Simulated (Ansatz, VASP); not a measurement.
Be4OsPt2: VASP beside Ansatz

Contents of INCAR:

```
PREC = Accurate
ENCUT = 600
EDIFF = 1E-6
ISMEAR = 0
SIGMA = 0.1
LREAL = F
LASPH = T
NELM = 100
ALGO = Fast
ISIF = 3
LWAVE = F
LCHARG = F
GGA = PE
IBRION = 2
NSW = 100
EDIFFG = -0.01
```

File KPOINTS:

```
regular mesh
0
Gamma
  12 12 4
```

File POSCAR:

```
Be4OsPt2
1.0
    3.0864322610      0.0000000000      0.0000000000
   -1.5432161305      2.6729287451      0.0000000000
    0.0000000000      0.0000000000     11.6664363782
Be Os Pt
4 1 2
Direct
    0.3333333333      0.6666666667      0.0000000000
    0.6666666667      0.3333333333      0.0000000000
    0.0000000000      0.0000000000      0.6826137694
    0.0000000000      0.0000000000      0.3173862306
    0.0000000000      0.0000000000      0.5000000000
    0.0000000000      0.0000000000      0.8739193991
    0.0000000000      0.0000000000      0.1260806009
```

Input for Ansatz:

```yaml
crystal:
  lattice:
    - [3.086432261, 0.0, 0.0]
    - [-1.5432161305, 2.6729287451, 0.0]
    - [0.0, 0.0, 11.6664363782]
  atoms:
    - { symbol: Be, position: [0.3333333333, 0.6666666667, 0.0] }
    - { symbol: Be, position: [0.6666666667, 0.3333333333, 0.0] }
    - { symbol: Be, position: [0.0, 0.0, 0.6826137694] }
    - { symbol: Be, position: [0.0, 0.0, 0.3173862306] }
    - { symbol: Os, position: [0.0, 0.0, 0.5] }
    - { symbol: Pt, position: [0.0, 0.0, 0.8739193991] }
    - { symbol: Pt, position: [0.0, 0.0, 0.1260806009] }
basis:
  ecutwfc: 420
kpoints:
  mp_grid: { grid: [12, 12, 4] }
hamiltonian:
  xc: pbe
scf:
  occupations: { method: gaussian, width: 0.1 }
output:
  forces: true
  stress: true
  eigenvalues: true
  write_density: true
  write_potential: true
  elf: true
  volumetric_format: npy
relax:
  adjacent_minimum: "off"
  f_tol: 0.01
  max_steps: 80
  cell: { stress_tol: 0.05 }
```

Alike in both runs: task relaxation of cell and atoms; functional PBE; k mesh 12 × 12 × 4; occupations gaussian, width 0.1 eV; no spin polarisation.

```csv
,VASP,Ansatz
version,VASP 6.6.1,Ansatz 0.2.0
potentials or method,"VASP PAW PBE potentials, release 64 (Be, Os, Pt), cutoff 600 eV","scalar-relativistic, plane waves, PAW"
valence electrons in the cell,36,60
```

```csv
,VASP,Ansatz,Ansatz less VASP
"gap on the k mesh at the Fermi level, each at its own relaxed structure (eV)",none,none,-
relaxed volume (Å³/atom),13.73,13.72,-0.015
relaxed cell length with the largest relative difference (Å),3.084,3.083,-0.0014
```

A gap of «none» marks a metal or a gap that the smearing closes. VASP's potentials hold 36 valence electrons a cell and Ansatz's 60, so a difference there can come from the potentials and not from the codes.

Spin-orbit coupling is off throughout.
